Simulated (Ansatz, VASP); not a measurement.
# Two plane-wave programs on Te4W

```
Te W
1.0
     4.68566   -4.71816    0.00000
     4.68566    4.71816    0.00000
     0.00000    0.00000    3.38447
Te W
4 1
Cartesian
  7.3797 0.0000 1.6922
  4.6857 -2.1252 0.0000
  4.6857 2.1252 0.0000
  1.9916 0.0000 1.6922
  4.6857 0.0000 1.6922
```

Change from the starting cell: species swapped into the FeCl4 type (Cmmm, No. 65).

Alike in both runs: functional PBE; k mesh 6 × 6 × 12; occupations gaussian, width 0.1 eV; no spin polarisation.

Ansatz relaxed the structure, and its values are those at the end. VASP's run is a single point on that final structure, the one shown.

|  | VASP | Ansatz |
| --- | --- | --- |
| version | VASP 6.6.1 | Ansatz 0.2.0 |
| potentials or method | VASP PAW PBE potentials, release 64 (Te, W_sv), cutoff 520 eV | scalar-relativistic, plane waves, PAW |
| valence electrons in the cell | 38 | 78 |

```tsv
	VASP	Ansatz	Ansatz less VASP
gap on the k mesh at the Fermi level (eV)	none	none	-
pressure (GPa)	0.0	0.0	+0.03
```

A gap of «none» marks a metal or a gap that the smearing closes. VASP's potentials hold 38 valence electrons a cell and Ansatz's 78, so a difference there can come from the potentials and not from the codes.

Spin-orbit coupling is off throughout.
